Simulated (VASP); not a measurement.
Runs of VASP 6.6.1 on Hf2H3. The structure is that of space group Pm-3m (No. 221), or close to it. The cells are those of the table. The cell was built from a structure type or drawn by symmetry, and may not be a known phase.

```tsv
task	cell	k mesh	cutoff (eV)	gap on the mesh (eV)	pressure (GPa)	relaxed volume (Å³/atom)
single point	a = 3.727 Å, 5 atoms	10 × 10 × 10	520	none	-0.3	-
single point	a = 3.729 Å, 5 atoms	4 × 4 × 4	520	none	-0.5	-
relaxation of cell and atoms	relaxed from a = 3.729 Å, 5 atoms	6 × 6 × 6	600	none	-0.6	-
single point	a = 4.008 Å, 5 atoms	4 × 4 × 4	520	none	-17.6	-
relaxation of cell and atoms	relaxed from a = 3.729 Å, 5 atoms	10 × 10 × 10	600	none	0.1	(b)
single point	a = 3.729 Å, 5 atoms	6 × 6 × 6	520	none	-0.6	-
relaxation of cell and atoms	relaxed from a = 4.008 Å, 5 atoms	4 × 4 × 4	600	none	0.0	(a)
```

Alike in all rows: level PBE; potentials or basis VASP PAW PBE potentials, release 64 (Hf_pv, H); no spin polarisation; smearing gaussian 0.1 eV.

Question: Estimate the missing entries.

Answer: (a) 10.35; (b) 10.32.

Caveats: some runs use coarse meshes; spin-orbit coupling is left out, which moves the levels of the heavy elements; the relaxation stopped at its first step, so nothing moved (at least some runs); the volume moved by over 15 % at a fixed basis, so the end points are rough (at least some runs).

A k mesh can miss the band edges, and the runs leave out spin-orbit coupling on Hf.

A gap of «none» marks levels without a gap at the run's occupations.
